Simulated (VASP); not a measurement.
Here is a VASP 6.6.1 calculation.

File POSCAR:

```
TlO2
1.0
    5.0280732313      0.0000000000      0.0000000000
    0.0000000000      5.0280732313      0.0000000000
    0.0000000000      0.0000000000      3.4221235589
Tl O
2 4
Direct
    0.0000000000      0.0000000000      0.0000000000
    0.5000000000      0.5000000000      0.5000000000
    0.3120759555      0.3120759555      0.0000000000
    0.1879240445      0.8120759555      0.5000000000
    0.6879240445      0.6879240445      0.0000000000
    0.8120759555      0.1879240445      0.5000000000
```

File INCAR.step1:

```
ALGO = Normal
EDIFF = 1E-5
EDIFFG = -0.005
ENCUT = 660
GGA = PE
GGA_COMPAT = False
IBRION = 2
ISIF = 3
ISMEAR = 0
KPAR = 4
LASPH = True
LCHARG = False
LREAL = False
LWAVE = True
NELM = 120
NELMIN = 4
NSW = 100
PREC = Accurate
SIGMA = 0.1
```

File INCAR.step2:

```
ALGO = Normal
EDIFF = 1E-7
EDIFFG = -0.01
ENCUT = 660
GGA_COMPAT = False
IBRION = 2
ISIF = 3
ISMEAR = 0
ISTART = 1
KPAR = 4
LASPH = True
LCHARG = False
LMIXTAU = True
LREAL = False
LWAVE = False
METAGGA = R2SCAN
NELM = 120
NELMIN = 4
NSW = 100
PREC = Accurate
SIGMA = 0.1
```

KPOINTS

```
k-points
0
Gamma
  8 8 12
```

Potentials or basis: VASP PAW PBE potentials, release 64 (Tl_d, O).

Run with:

```console
$ cat potpaw_PBE.64/Tl_d/POTCAR potpaw_PBE.64/O/POTCAR > POTCAR
$ cp INCAR.step1 INCAR
$ mpirun -np 4 vasp_std > vasp.out
$ cp INCAR.step2 INCAR
$ mpirun -np 4 vasp_std > vasp.out
```

Q: Predict the relaxed volume.

A: 14.24 Å³/atom.

Q: Predict the relaxed cell.

A: a = 4.931 Å, b = 4.931 Å, c = 3.513 Å, α = 90.00°, β = 90.00°, γ = 90.00°.

Q: Estimate the band gap on the k mesh.

A: Zero (bands 25 and 26 overlap by 1.20 eV).

Q: Estimate the space group after relaxing (to 0.1 Å).

A: P4_2/mnm (No. 136).

The path:
| step | energy change (eV) | largest force (eV/Å) | pressure (GPa) | volume (Å³) |
| --- | --- | --- | --- | --- |
| 1 | 0.0000 | 0.0542 | 0.41 | 86.52 |
| 2 | -0.0017 | 0.0327 | -0.50 | 86.98 |
| 3 | -0.0017 | 0.0339 | -0.46 | 86.96 |
| 4 | -0.0038 | 0.0373 | -0.44 | 86.76 |
| 5 | -0.0095 | 0.0428 | -0.29 | 86.16 |
| 6 | -0.0118 | 0.0276 | 0.45 | 84.92 |
| 7 | -0.0133 | 0.0259 | 0.00 | 85.54 |
| 8 | -0.0135 | 0.0148 | 0.10 | 85.38 |
| 9 | -0.0135 | 0.0125 | 0.13 | 85.35 |
| 10 | -0.0133 | 0.0092 | -0.26 | 85.56 |
| 11 | -0.0136 | 0.0056 | 0.00 | 85.41 |

Caveat: the PAW data sets were made with another functional, which shifts forces and pressure a little; spin-orbit coupling is left out, which moves the levels of the heavy elements.
